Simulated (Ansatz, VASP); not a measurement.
## Ag in VASP and in Ansatz

```
CELL_PARAMETERS angstrom
3.00287 0.00000 0.00000
0.00000 3.00287 0.00000
0.00000 0.00000 30.67360
ATOMIC_POSITIONS crystal
Ag 0.00000 0.00000 0.61837
Ag 0.50000 0.50000 0.68281
Ag 0.00000 0.00000 0.74827
Ag 0.50000 0.50000 0.81224
```

Alike in both runs: task single point; functional PBE; k mesh 12 × 12 × 1; occupations methfessel-paxton of order 1, width 0.1 eV; no spin polarisation.

```csv
,VASP,Ansatz
version,VASP 6.6.1,Ansatz 0.2.0
potentials or method,"VASP PAW PBE potentials, release 64 (Ag), cutoff 400 eV","scalar-relativistic, plane waves, PAW"
valence electrons in the cell,44,76
```

VASP gave:

- gap on the k mesh at the Fermi level (eV): none
- rms of the force components (eV/Å): 0.026

Question: Which values does Ansatz return?

Answer: gap on the k mesh at the Fermi level (eV): none; rms of the force components (eV/Å): 0.023.

Atom by atom the forces differ by 0.003 eV/Å (rms over components). A gap of «none» marks a metal or a gap that the smearing closes. The functional is the same, so the differences come from potentials, cutoffs and numerics. VASP's potentials hold 44 valence electrons a cell and Ansatz's 76, so a difference there can come from the potentials and not from the codes.
